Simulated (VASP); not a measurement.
Runs of VASP 6.6.1 on Ge. The structure is that of space group Fd-3m (No. 227), or close to it. The cells are those of the table. 

```tsv
task	cell	cutoff (eV)	gap on the mesh (eV)	pressure (GPa)
single point	a = 3.943 Å, angles 60.0°, 2 atoms	520	0.26	3.9
single point	a = 3.865 Å, angles 60.0°, 2 atoms	520	0.33	(b)
single point	a = 3.902 Å, angles 60.0°, 2 atoms	520	0.36	6.8
single point	a = 3.812 Å, angles 60.0°, 2 atoms	520	0.26	(c)
relaxation of cell and atoms	relaxed from a = 4.001 Å, angles 60.0°, 2 atoms	600	none	0.0
single point	a = 4.013 Å, angles 60.0°, 2 atoms	520	none	-0.4
single point	a = 3.976 Å, angles 60.0°, 2 atoms	520	0.16	(a)
```

Alike in all rows: level PBEsol; potentials or basis VASP PAW PBE potentials, release 64 (Ge_d); no spin polarisation; k mesh 14 × 14 × 14; smearing fermi-dirac 0.05 eV.

Fill in the values left out.

(a) 1.9; (b) 9.9; (c) 14.9.

Caveats: semilocal functionals underestimate gaps, and a narrow one can read as zero; the PAW data sets were made with another functional, which shifts forces and pressure a little; the cell stands under pressure (at least some runs).

A k mesh can miss the band edges, and the runs leave out spin-orbit coupling on Ge.

A gap of «none» marks levels without a gap at the run's occupations.
